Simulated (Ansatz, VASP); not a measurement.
One calculation of Sc, two programs

Contents of INCAR:

```
  PREC = Accurate
  ENCUT = 520
  EDIFF = 1E-6
  ISMEAR = -1
  SIGMA = 0.05
  LREAL = False
  LASPH = True
  NELM = 100
  ALGO = Normal
  ISIF = 2
  LWAVE = False
  LCHARG = False
  NBANDS = 18
```

The input KPOINTS:

```
regular mesh
0
Gamma
  15 15 8
```

File POSCAR:

```
Sc
1.0
    3.0995369931      0.0000000000      0.0000000000
   -1.5497684966      2.6842777760      0.0000000000
    0.0000000000      0.0000000000      4.7676826706
Sc
2
Direct
    0.3333333333      0.6666666667      0.2500000000
    0.6666666667      0.3333333333      0.7500000000
```

Input for Ansatz:

```yaml
crystal:
  lattice:
    - [3.0995369931, 0.0, 0.0]
    - [-1.5497684966, 2.684277776, 0.0]
    - [0.0, 0.0, 4.7676826706]
  atoms:
    - { symbol: Sc, position: [0.3333333333, 0.6666666667, 0.25] }
    - { symbol: Sc, position: [0.6666666667, 0.3333333333, 0.75] }
kpoints:
  mp_grid: { grid: [15, 15, 8] }
scf:
  occupations: { method: fermi_dirac, width: 0.05 }
hamiltonian:
  xc: lda
  pseudopotentials: { kind: all_electron, lapw: { basis_error: 0.001 } }
output:
  forces: true
  stress: true
  eigenvalues: true
  populations: true
```

Change from the starting cell: volume scaled by 0.88, LAPW.

Alike in both runs: task single point; functional LDA; k mesh 15 × 15 × 8; occupations fermi-dirac, width 0.05 eV; no spin polarisation.

|  | VASP | Ansatz |
| --- | --- | --- |
| version | VASP 6.6.1 | Ansatz 0.2.0 |
| potentials or method | VASP PAW LDA potentials, release 64 (Sc_sv), cutoff 520 eV | all-electron LAPW, scalar-relativistic |

VASP gave:

```
pressure (GPa) : 9.8
```

Question: Estimate Ansatz's values.

Answer: Pressure (GPa): 9.6.

LDA's correlation is that of Perdew and Zunger in VASP and of Perdew and Wang (1992) in Ansatz. Ansatz ran all-electron here, and VASP with PAW potentials.
